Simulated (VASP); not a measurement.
A run of VASP 6.6.1 is set up as follows.

INCAR

```
PREC = Accurate
ENCUT = 500
EDIFF = 1E-6
ISMEAR = 1
SIGMA = 0.035
LREAL = F
LASPH = T
NELM = 120
ALGO = Normal
ISIF = 2
LWAVE = F
LCHARG = T
GGA = PS
LELF = T
LVHAR = T
NBANDS = 33
GGA_COMPAT = F
```

File KPOINTS:

```
Automatic mesh
0
Gamma
  2 2 2
```

Contents of POSCAR:

```
Ba3SbP
1.0
    6.1131770000      0.0000000000      0.0000000000
    0.0000000000      6.1131770000      0.0000000000
    0.0000000000      0.0000000000      6.1131770000
Ba Sb P
3 1 1
Direct
    0.0000000000      0.5000000000      0.5000000000
    0.5000000000      0.0000000000      0.5000000000
    0.5000000000      0.5000000000      0.0000000000
    0.0000000000      0.0000000000      0.0000000000
    0.5000000000      0.5000000000      0.5000000000
```

Potentials or basis: VASP PAW PBE potentials, release 64 (Ba_sv, Sb_d_GW, P).

Run with:

```console
$ cat potpaw_PBE.64/Ba_sv/POTCAR potpaw_PBE.64/Sb_d_GW/POTCAR potpaw_PBE.64/P/POTCAR > POTCAR
$ mpirun -np 1 vasp_std > vasp.out
```

(1) Estimate the band gap on the k mesh.

(2) Predict the pressure.

## Answers

(1) 0.12 eV.

(2) -0.4 GPa.

Caveat: the k points lie up to 0.51 Å⁻¹ apart; semilocal functionals underestimate gaps, and a narrow one can read as zero; the PAW data sets were made with another functional, which shifts forces and pressure a little; spin-orbit coupling is left out, which moves the levels of the heavy elements.
